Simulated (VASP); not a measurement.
Input of a VASP 6.6.1 run:

File INCAR:

```
  ALGO = Fast
  EDIFF = 1E-7
  ENCUT = 520
  GGA = PS
  ISIF = 2
  ISMEAR = 0
  LASPH = T
  LCHARG = F
  LREAL = F
  LWAVE = F
  NBANDS = 24
  NELM = 80
  PREC = Accurate
  SIGMA = 0.1
```

File KPOINTS:

```
k-points
0
Gamma
  12 12 8
```

POSCAR

```
Al3Cu2
1.0
    4.1806962175      0.0000000000      0.0000000000
   -2.0903481088      3.6205891299      0.0000000000
    0.0000000000      0.0000000000      5.0756208896
Al Cu
3 2
Direct
    0.0000000000      0.0000000000      0.0000000000
    0.3333333333      0.6666666667      0.3507604712
    0.6666666667      0.3333333333      0.6492395288
    0.3333333333      0.6666666667      0.8418913401
    0.6666666667      0.3333333333      0.1581086599
```

Potentials or basis: VASP PAW PBE potentials, release 64 (Al, Cu).

Run with:

```sh
$ cat potpaw_PBE.64/Al/POTCAR potpaw_PBE.64/Cu/POTCAR > POTCAR
$ mpirun -np 1 vasp_std > vasp.out
```

(1) What does it give for the band gap on the k mesh?

(2) What does it give for the pressure?

## Answers

(1) zero (an odd number of electrons rules out a gap without spin polarisation).

(2) -5.3 GPa.

Caveat: the cell stands under tension; the PAW data sets were made with another functional, which shifts forces and pressure a little.
